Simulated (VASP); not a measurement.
Set up this calculation in VASP 6.6.1, as the native input.

- Task: relaxation of cell and atoms
- Functional: PBE
- Potentials or basis: VASP PAW PBE potentials, release 64 (Al, B, As)
- Cutoff: 600 eV
- k mesh: 6 × 6 × 2
- Occupations: gaussian, width 0.1 eV
- Spin: no spin polarisation
- Dipole correction: no
- Further INCAR settings: ALGO = Normal; EDIFF = 1e-06; IBRION = 2; EDIFFG = -0.04; NSW = 90; ISIF = 3

The structure of Al2BAs2 lies in POSCAR:

```
Al2BAs2
1.0
    3.2004446900      0.0000000000      0.0000000000
   -1.6002223500      2.7716664100      0.0000000000
    0.0000000000      0.0000000000      8.3677545900
Al B As
2 1 2
Direct
    0.3333333300      0.6666666700      0.1410000000
    0.6666666700      0.3333333300      0.8590000000
    0.0000000000      0.0000000000      0.0000000000
    0.3333333300      0.6666666700      0.6670000000
    0.6666666700      0.3333333300      0.3330000000
```

The cell was built from a structure type or drawn by symmetry, and may not be a known phase.

The input as run:

INCAR

```
PREC     = Accurate       # precision mode
ENCUT    = 600            # plane-wave cutoff, eV
EDIFF    = 1E-6           # SCF threshold, eV
ISMEAR   = 0              # smearing method
SIGMA    = 0.1            # smearing width, eV
LREAL    = False          # projectors in reciprocal space
LASPH    = True           # aspherical terms in the spheres
NELM     = 60             # most SCF steps
ALGO     = Normal         # electronic algorithm
ISIF     = 3              # what is computed and relaxed
LWAVE    = False          # write WAVECAR
LCHARG   = False          # write CHGCAR
GGA      = PE             # functional
IBRION   = 2              # ionic algorithm
NSW      = 90             # ionic steps
EDIFFG   = -0.04          # ionic threshold
```

KPOINTS

```
regular mesh
0
Gamma
  6 6 2
```

Potentials or basis: VASP PAW PBE potentials, release 64 (Al, B, As).

Launch:

```bash
$ cat potpaw_PBE.64/Al/POTCAR potpaw_PBE.64/B/POTCAR potpaw_PBE.64/As/POTCAR > POTCAR
$ mpirun -np 1 vasp_std > vasp.out
```

Results of the run:

The relaxed volume is 16.31 Å³/atom and the relaxed cell is a = 3.204 Å, b = 3.204 Å, c = 9.170 Å, α = 90.00°, β = 90.00°, γ = 120.00°. The space group after relaxing (to 0.1 Å) is P-3m1 (No. 164), the energy gained by relaxing is 192.8 meV/atom and the ionic steps are 11. The pressure after relaxing is -0.2 GPa. The largest force after relaxing is 0.039 eV/Å and the band gap on the k mesh is zero (an odd number of electrons rules out a gap without spin polarisation).

Caveat: the k points lie up to 0.38 Å⁻¹ apart in the final cell, too coarse for converged energies and pressures of a metal.

It took 3.7 min on 1 thread of Intel Xeon 8259CL, with other jobs on the host, peak memory 0.24 GiB.
